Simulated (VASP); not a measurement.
# W (Im-3m) in VASP: further runs

The runs below take W through single point, relaxation of cell and atoms, with PBEsol.

Everything below comes from runs of VASP 6.6.1. Logs are shortened: lines on timing, memory, paths and dates and some standing lists are left out, and cuts for length are marked.

### 1 The cell of the first run

Symmetry: Im-3m, No. 229, cubic system. Conventional cell: a = 3.126 Å, b = 3.126 Å, c = 3.126 Å, α = 90.00°, β = 90.00°, γ = 90.00°. W (site symmetry m-3m) has 14 W at 2.71 to 3.13 Å within 3.6 Å.

### 2 Single point, PBEsol

The input, INCAR:

```
SYSTEM = W
ALGO = Normal
EDIFF = 1E-6
ENCUT = 500
GGA = PS
GGA_COMPAT = .False.
ISIF = 2
ISMEAR = 0
LASPH = .True.
LCHARG = .True.
LELF = .True.
LREAL = .False.
LVHAR = .True.
LWAVE = .False.
NBANDS = 13
NELM = 120
PREC = Accurate
SIGMA = 0.1
```

The input, KPOINTS:

```
k-points
0
Gamma
  8 8 8
  0 0 0
```

The input, POSCAR:

```
W
1.0
   -1.5628545130      1.5628545130      1.5628545130
    1.5628545130     -1.5628545130      1.5628545130
    1.5628545130      1.5628545130     -1.5628545130
W
1
Direct
    0.0000000000      0.0000000000      0.0000000000
```

Potentials or basis: VASP PAW PBE potentials, release 64 (W_sv).

On the command line:

```console
$ cat potpaw_PBE.64/W_sv/POTCAR > POTCAR
$ mpirun -np 1 vasp_std > vasp.out
```

OUTCAR:

```text
SYSTEM = W
   EDIFF = 1E-6
   ENCUT = 500
   GGA = PS
   ISIF = 2
   ISMEAR = 0
   LASPH = .True.
   LREAL = .False.
   NELM = 120
   PREC = Accurate

 ion  position               nearest neighbor table
   1  0.000  0.000  0.000-

  LATTYP: Found a body centered cubic cell.
 ALAT       =     3.1257090260

  Lattice vectors:

 A1 = (  -1.5628545130,   1.5628545130,   1.5628545130)
 A2 = (   1.5628545130,  -1.5628545130,   1.5628545130)
 A3 = (   1.5628545130,   1.5628545130,  -1.5628545130)

Analysis of symmetry for initial positions (statically):
=====================================================================
 Subroutine PRICEL returns:
 Original cell was already a primitive cell.

 Routine SETGRP: Setting up the symmetry group for a
 body centered cubic supercell.

 Subroutine GETGRP returns: Found 48 space group operations
 (whereof 48 operations were pure point group operations)
 out of a pool of 48 trial point group operations.

The static configuration has the point symmetry O_h .

Analysis of symmetry for dynamics (positions and initial velocities):
=====================================================================
 Subroutine PRICEL returns:
 Original cell was already a primitive cell.

 Routine SETGRP: Setting up the symmetry group for a
 body centered cubic supercell.

 Subroutine GETGRP returns: Found 48 space group operations
 (whereof 48 operations were pure point group operations)
 out of a pool of 48 trial point group operations.

The dynamic configuration has the point symmetry O_h .

 Subroutine INISYM returns: Found 48 space group operations
 (whereof 48 operations are pure point group operations),
 and found     1 'primitive' translations

----------------------------------------------------------------------------------------

                                     Primitive cell

  volume of cell :      15.2692

  direct lattice vectors                    reciprocal lattice vectors
    -1.562854513  1.562854513  1.562854513     0.000000000  0.319927412  0.319927412
     1.562854513 -1.562854513  1.562854513     0.319927412  0.000000000  0.319927412
     1.562854513  1.562854513 -1.562854513     0.319927412  0.319927412  0.000000000

  length of vectors
     2.706943421  2.706943421  2.706943421     0.452445685  0.452445685  0.452445685

  position of ions in fractional coordinates (direct lattice)
     0.000000000  0.000000000  0.000000000

[... 76 lines left out ...]
   LREAL  =      F    real-space projection
   EDIFFG = 0.1E-04   stopping-criterion for IOM
   NSW    =      0    number of steps for IOM
   IBRION =     -1    ionic relax: 0-MD 1-quasi-New 2-CG
   NFREE  =      0    steps in history (QN), initial steepest desc. (CG)
   ISIF   =      2    stress and relaxation
   ISYM   =      2    0-nonsym 1-usesym 2-fastsym
   POTIM  = 0.5000    time-step for ionic-motion
   TEBEG  =    0.0;   TEEND  =   0.0 temperature during run
   PSTRESS=    0.0 pullay stress
   NELECT =      14.0000    total number of electrons
   NUPDOWN=      -1.0000    fix difference up-down
   EMIN   =  10.00;   EMAX   =-10.00  energy-range for DOS
   EFERMI =   0.00;   METHOD = LEGACY
   ISMEAR =     0;   SIGMA  =   0.10  broadening in eV -4-tet -1-fermi 0-gaus
   EFERMI_NEDOS =   21; number of points for ismear=-14 and -15
   IALGO  =     38    algorithm
   IMIX   =      4    mixing-type and parameters
     AMIX     =   0.40;   BMIX     =  1.00
     AMIX_MAG =   1.60;   BMIX_MAG =  1.00
  volume/ion in A,a.u.               =      15.27       103.04
  Fermi-wavevector in a.u.,A,eV,Ry     =   1.590422  3.005461 34.415137  2.529441
  Thomas-Fermi vector in A             =   2.689119
   LORBIT       =      0    0 simple, 1 ext, 2 COOP (PROOUT), +10 PAW based schemes
   GGA     = PS    functional components
   LHFCALC =     F    Hartree Fock is set to
   AEXX    =    0.0000 exact exchange contribution
   IVDW    =     0    specifies the selected vdW correction
   LEPSILON=     F    determine dielectric tensor
   LRPA    =     F    only Hartree local field effects (RPA)
 non-spin polarized calculation
 Gauss-broadening in eV      SIGMA  =   0.10
  energy-cutoff  :      500.00
  volume of cell :       15.27
 maximum number of plane-waves:       402
   NGX =  9   NGY =  9   NGZ =  9

 number of electron      14.0000003 magnetization

 Free energy of the ion-electron system (eV)
  ---------------------------------------------------
  ext. energy  EPLUGINS =         0.00000000
  ---------------------------------------------------
  free energy    TOTEN  =       -13.78889236 eV

  energy without entropy =      -13.78889082  energy(sigma->0) =      -13.78889159

 E-fermi :  11.5712     XC(G=0): -13.9749

 val. band max:       11.2860878058   @ k =   0.1250   0.0000   0.0000
 cond. band min:      11.8569040255   @ k =  -0.2500   0.2500   0.1250
 fundamental gap:      0.5708162197
 Fermi energy:        11.5712338753

 k-point     1 :       0.0000    0.0000    0.0000
  band No.  band energies     occupation
      1     -62.2776      2.00000
      2     -25.7756      2.00000
      3     -25.7756      2.00000
      4     -25.7756      2.00000
      5       1.9649      2.00000
      6      10.5242      2.00000
      7      10.5242      2.00000
      8      10.5242      2.00000
      9      14.1463      0.00000
     10      14.1463      0.00000
     11      26.4488      0.00000
     12      26.4488      0.00000
     13      26.4488      0.00000
[... 354 lines left out ...]
  band No.  band energies     occupation
      1     -62.0804      2.00000
      2     -26.8683      2.00000
      3     -26.4555      2.00000
      4     -26.3218      2.00000
      5       7.0972      2.00000
      6       7.7989      2.00000
      7      11.2674      1.99998
      8      12.1001      0.00000
      9      15.7466      0.00000
     10      16.4589      0.00000
     11      26.0681      0.00000
     12      28.6695      0.00000
     13      29.7104      0.00000

 [... further k-points ...]
[... 5 lines left out ...]
  --------------------------------------------------------------------------------------
  -------------------------------------------------------------------------------------
  Total        1.0290052      1.0290052      1.0290052     -0.0000000     -0.0000000      0.0000000
  in kB      107.9723360    107.9723360    107.9723360     -0.0000000     -0.0000000      0.0000000
  external PRESSURE =     107.9723360 kB  Pullay stress =       0.0000000 kB

 VOLUME and BASIS-vectors are now :
 -----------------------------------------------------------------------------
  energy-cutoff  :      500.00
  volume of cell :       15.27
      direct lattice vectors                 reciprocal lattice vectors
    -1.562854513  1.562854513  1.562854513     0.000000000  0.319927412  0.319927412
     1.562854513 -1.562854513  1.562854513     0.319927412  0.000000000  0.319927412
     1.562854513  1.562854513 -1.562854513     0.319927412  0.319927412  0.000000000

 POSITION                                       TOTAL-FORCE (eV/Angst)
 -----------------------------------------------------------------------------------
      0.00000      0.00000      0.00000        -0.000000      0.000000     -0.000000
 -----------------------------------------------------------------------------------
    total drift:                                0.000000     -0.000000     -0.000000

  FREE ENERGIE OF THE ION-ELECTRON SYSTEM (eV)
  ---------------------------------------------------
  free  energy   TOTEN  =       -13.7888923557 eV

  energy  without entropy=      -13.7888908201  energy(sigma->0) =      -13.78889159
```

OSZICAR:

```text
N       E                     dE             d eps       ncg     rms          rms(c)
DAV:   1     0.795520151932E+02    0.79552E+02   -0.72024E+03   754   0.119E+03
DAV:   2    -0.129028821479E+02   -0.92455E+02   -0.89072E+02   834   0.307E+02
DAV:   3    -0.144367975030E+02   -0.15339E+01   -0.15309E+01   844   0.385E+01
DAV:   4    -0.144429410008E+02   -0.61435E-02   -0.61434E-02   814   0.266E+00
DAV:   5    -0.144429876030E+02   -0.46602E-04   -0.46600E-04   869   0.220E-01    0.232E+01
DAV:   6    -0.139382516229E+02    0.50474E+00   -0.39208E-01   779   0.836E+00    0.959E+00
DAV:   7    -0.137943463650E+02    0.14391E+00   -0.21641E-01   819   0.590E+00    0.580E-01
DAV:   8    -0.137889073229E+02    0.54390E-02   -0.48938E-03   759   0.884E-01    0.732E-02
DAV:   9    -0.137888937570E+02    0.13566E-04   -0.60847E-05   844   0.920E-02    0.544E-02
DAV:  10    -0.137888921866E+02    0.15705E-05   -0.10681E-05   819   0.455E-02    0.535E-03
DAV:  11    -0.137888923557E+02   -0.16914E-06   -0.18906E-07   487   0.518E-03
   1 F= -.13788892E+02 E0= -.13788892E+02  d E =-.153555E-05
```

stdout:

```text
POSCAR found type information on POSCAR W
 POSCAR found :  1 types and       1 ions
 scaLAPACK will be used
 -----------------------------------------------------------------------------
|                                                                             |
|                                                                             |
|     You enforced a specific xc type in the INCAR file but a different       |
|     I HOPE YOU KNOW WHAT YOU ARE DOING!                                     |
|                                                                             |
 -----------------------------------------------------------------------------

 LDA part: xc-table for (Slater+PW92), standard interpolation
 POSCAR, INCAR and KPOINTS ok, starting setup
 FFT: planning ... GRIDC
 FFT: planning ... GRID_SOFT
 FFT: planning ... GRID
 WAVECAR not read
 entering main loop
```

Wall time 4.2 s (1 thread of Intel Xeon Platinum 8488C (Sapphire Rapids), shared host); peak memory 0.12 GiB.

Results:

| Item | Value |
| --- | --- |
| Free energy | -13.7889 eV |
| Pressure | 10.8 GPa |
| Band gap on the k mesh | zero (band 7 reaches 17.28 eV, above the bottom of band 8 at 10.52 eV) |

Levels at points of the mesh, in eV from the Fermi level:
```
           k point  band 5  band 6  band 7  band 8  band 9  band 10
(0.00, 0.00, 0.00)   -9.61   -1.05   -1.05   -1.05    2.58     2.58
(0.50, 0.00, 0.00)   -6.29   -3.51    1.09    2.50    3.52     6.76
(0.50, 0.50, 0.50)   -5.91   -5.91    5.71    5.71    5.71     8.82
```

Caveat: the PAW data sets were made with another functional, which shifts forces and pressure a little; spin-orbit coupling is left out, which moves the levels of the heavy elements.

### 3 Single point, PBEsol

This run uses another cell than the first one, of 15.71 Å³/atom, 1.029 times its volume.

The input, INCAR:

```
SYSTEM = W
  ALGO = Normal
  EDIFF = 1E-6
  ENCUT = 500
  GGA = PS
  GGA_COMPAT = .FALSE.
  ISIF = 2
  ISMEAR = 0
  LASPH = .TRUE.
  LCHARG = .TRUE.
  LELF = .TRUE.
  LREAL = .FALSE.
  LVHAR = .TRUE.
  LWAVE = .FALSE.
  NBANDS = 13
  NELM = 120
  PREC = Accurate
  SIGMA = 0.1
```

The input, KPOINTS:

```
k-points
0
G
  8 8 8
  0 0 0
```

The input, POSCAR:

```
W
1.0
   -1.5778876413      1.5778876413      1.5778876413
    1.5778876413     -1.5778876413      1.5778876413
    1.5778876413      1.5778876413     -1.5778876413
W
1
Direct
    0.0000000000      0.0000000000      0.0000000000
```

Potentials or basis: VASP PAW PBE potentials, release 64 (W_sv).

On the command line:

```console
$ cat potpaw_PBE.64/W_sv/POTCAR > POTCAR
$ mpirun -np 1 vasp_std > vasp.out
```

OUTCAR:

```text
SYSTEM = W
   EDIFF = 1E-6
   ENCUT = 500
   GGA = PS
   ISIF = 2
   ISMEAR = 0
   LASPH = .TRUE.
   LREAL = .FALSE.
   NELM = 120
   PREC = Accurate

 ion  position               nearest neighbor table
   1  0.000  0.000  0.000-

  LATTYP: Found a body centered cubic cell.
 ALAT       =     3.1557752826

  Lattice vectors:

 A1 = (  -1.5778876413,   1.5778876413,   1.5778876413)
 A2 = (   1.5778876413,  -1.5778876413,   1.5778876413)
 A3 = (   1.5778876413,   1.5778876413,  -1.5778876413)

Analysis of symmetry for initial positions (statically):
=====================================================================
 Subroutine PRICEL returns:
 Original cell was already a primitive cell.

 Routine SETGRP: Setting up the symmetry group for a
 body centered cubic supercell.

 Subroutine GETGRP returns: Found 48 space group operations
 (whereof 48 operations were pure point group operations)
 out of a pool of 48 trial point group operations.

The static configuration has the point symmetry O_h .

Analysis of symmetry for dynamics (positions and initial velocities):
=====================================================================
[... 161 lines left out ...]
 Fermi energy:        11.1692720923

 k-point     1 :       0.0000    0.0000    0.0000
  band No.  band energies     occupation
      1     -62.7331      2.00000
      2     -26.2777      2.00000
      3     -26.2777      2.00000
      4     -26.2777      2.00000
      5       1.7002      2.00000
      6      10.1544      2.00000
      7      10.1544      2.00000
      8      10.1544      2.00000
      9      13.6565      0.00000
     10      13.6565      0.00000
     11      25.9627      0.00000
     12      25.9627      0.00000
     13      25.9627      0.00000
[... 354 lines left out ...]
  band No.  band energies     occupation
      1     -62.5592      2.00000
      2     -27.2728      2.00000
      3     -26.8990      2.00000
      4     -26.7756      2.00000
      5       6.8054      2.00000
      6       7.5195      2.00000
      7      10.8683      1.99998
      8      11.6700      0.00000
      9      15.1827      0.00000
     10      15.8374      0.00000
     11      25.2288      0.00000
     12      27.7636      0.00000
     13      28.8755      0.00000

 [... further k-points ...]
[... 5 lines left out ...]
  --------------------------------------------------------------------------------------
  -------------------------------------------------------------------------------------
  Total        0.0619169      0.0619169      0.0619169      0.0000000      0.0000000     -0.0000000
  in kB        6.3129397      6.3129397      6.3129397      0.0000000      0.0000000     -0.0000000
  external PRESSURE =       6.3129397 kB  Pullay stress =       0.0000000 kB

 VOLUME and BASIS-vectors are now :
 -----------------------------------------------------------------------------
  energy-cutoff  :      500.00
  volume of cell :       15.71
      direct lattice vectors                 reciprocal lattice vectors
    -1.577887641  1.577887641  1.577887641     0.000000000  0.316879344  0.316879344
     1.577887641 -1.577887641  1.577887641     0.316879344  0.000000000  0.316879344
     1.577887641  1.577887641 -1.577887641     0.316879344  0.316879344  0.000000000

 POSITION                                       TOTAL-FORCE (eV/Angst)
 -----------------------------------------------------------------------------------
      0.00000      0.00000      0.00000        -0.000000     -0.000000      0.000000
 -----------------------------------------------------------------------------------
    total drift:                                0.000000     -0.000000      0.000000

  FREE ENERGIE OF THE ION-ELECTRON SYSTEM (eV)
  ---------------------------------------------------
  free  energy   TOTEN  =       -13.8046619505 eV

  energy  without entropy=      -13.8046601373  energy(sigma->0) =      -13.80466104
```

stdout:

```text
POSCAR found type information on POSCAR W
 POSCAR found :  1 types and       1 ions
 scaLAPACK will be used
 -----------------------------------------------------------------------------
|                                                                             |
|                                                                             |
|     You enforced a specific xc type in the INCAR file but a different       |
|     I HOPE YOU KNOW WHAT YOU ARE DOING!                                     |
|                                                                             |
 -----------------------------------------------------------------------------

 LDA part: xc-table for (Slater+PW92), standard interpolation
 POSCAR, INCAR and KPOINTS ok, starting setup
 FFT: planning ... GRIDC
 FFT: planning ... GRID_SOFT
 FFT: planning ... GRID
 WAVECAR not read
 entering main loop
```

It took 4.5 s on 1 thread of Intel Xeon Platinum 8488C (Sapphire Rapids), shared host; peak memory 0.12 GiB.

Results:

| Property | Result |
| --- | --- |
| Free energy | -13.8047 eV |
| Pressure | 0.6 GPa |
| Band gap on the k mesh | zero (band 7 reaches 16.64 eV, above the bottom of band 8 at 10.15 eV) |

Caveat: the PAW data sets were made with another functional, which shifts forces and pressure a little; spin-orbit coupling is left out, which moves the levels of the heavy elements.

(Part 1 of 2 ends here.)
